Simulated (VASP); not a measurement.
# Ag3Au: single point with LDA

The system is Ag3Au.

```
Ag Au
1.0
     4.11109    0.00000    0.00000
     0.00000    4.11109    0.00000
     0.00000    0.00000    4.11109
Ag Au
3 1
Cartesian
  2.0555 0.0000 2.0555
  0.0000 2.0555 2.0555
  2.0555 2.0555 0.0000
  0.0000 0.0000 0.0000
```

```
Program                : VASP 6.6.1
Task                   : single point
Functional             : LDA
Potentials or basis    : VASP PAW LDA potentials, release 64 (Ag, Au)
Cutoff                 : 500 eV
k mesh                 : 5 × 5 × 5
Occupations            : fermi-dirac, width 0.02 eV
Spin                   : no spin polarisation
Dipole correction      : no
Further INCAR settings : ALGO = Normal; EDIFF = 1e-06; NBANDS = 30
```

```yaml
Pressure: -8.0 GPa
Band_gap_on_the_k_mesh: zero (band 22 reaches 9.58 eV, above the bottom of band 23 at 7.76 eV)
```

Levels at points of the mesh, in eV from the Fermi level:
```
           k point  band 20  band 21  band 22  band 23  band 24  band 25
(0.00, 0.00, 0.00)    -1.90    -1.90     1.68     1.68     1.68     5.54
```

Wall time 11 s on 1 thread of AMD EPYC 9R14 (Zen 4), on a shared host, peak memory 0.12 GiB.

Caveat: spin-orbit coupling is left out, which moves the levels of the heavy elements.
